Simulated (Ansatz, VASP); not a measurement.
## Two plane-wave programs on NiO2

```xyz
3
Lattice="2.7657 0.0000 0.0000 -1.3828 2.3951 0.0000 0.0000 0.0000 5.0387" Properties=species:S:1:pos:R:3 pbc="T T T"
Ni    0.0000    0.0000    2.5194
O     1.3828    0.7984    3.3383
O     0.0000    1.5968    1.7005
```

Alike in both runs: task single point; functional PBEsol; k mesh 12 × 12 × 6; occupations gaussian, width 0.05 eV; no spin polarisation.

|  | VASP | Ansatz |
| --- | --- | --- |
| version | VASP 6.6.1 | Ansatz 0.2.0 |
| potentials or method | VASP PAW PBE potentials, release 64 (Ni, O), cutoff 520 eV | scalar-relativistic, plane waves, PAW |
| valence electrons in the cell | 22 | 30 |

```tsv
	VASP	Ansatz	Ansatz less VASP
gap on the k mesh at the Fermi level (eV)	1.10	1.12	+0.022
least direct gap on the mesh (eV)	1.58	1.61	+0.027
pressure (GPa)	22.1	21.3	-0.76
traceless stress, the component that is largest in VASP (GPa)	-0.94	-0.27	+0.666
rms of the force components (eV/Å)	1.291	1.264	-0.0270
```

VASP's potentials were made for PBE, not for PBEsol. Atom by atom the forces differ by 0.027 eV/Å (rms over components). VASP's potentials hold 22 valence electrons a cell and Ansatz's 30, so a difference there can come from the potentials and not from the codes.
